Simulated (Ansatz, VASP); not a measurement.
Al3Cu: VASP beside Ansatz

```
Al Cu
1.0
     3.69466    0.00000    0.00000
     0.00000    3.88912    0.00000
     0.00000    0.00000    3.88912
Al Cu
3 1
Direct
  0.00000 0.50000 0.50000
  0.50000 0.00000 0.50000
  0.50000 0.50000 0.00000
  0.00000 0.00000 0.00000
```

Change from the starting cell: strain -0.0500 x Voigt [1, 0, 0, 0, 0, 0], atoms carried along.

Alike in both runs: task single point; functional r2SCAN; k mesh 12 × 12 × 12; occupations gaussian, width 0.15 eV; no spin polarisation.

|  | VASP | Ansatz |
| --- | --- | --- |
| version | VASP 6.6.1 | Ansatz 0.2.0 |
| potentials or method | VASP PAW PBE potentials, release 64 (Al, Cu), cutoff 520 eV | scalar-relativistic, plane waves, PAW |
| valence electrons in the cell | 20 | 28 |

Ansatz gave:

* gap on the k mesh at the Fermi level (eV): none
* pressure (GPa): 6.0
* traceless stress, the component that is largest in VASP (GPa): 4.29

Task: Which values does VASP return?

Result: gap on the k mesh at the Fermi level (eV): none; pressure (GPa): 5.8; traceless stress, the component that is largest in VASP (GPa): 4.29.

VASP's potentials were made for PBE, not for r2SCAN. A gap of «none» marks a metal or a gap that the smearing closes. VASP's potentials hold 20 valence electrons a cell and Ansatz's 28, so a difference there can come from the potentials and not from the codes.
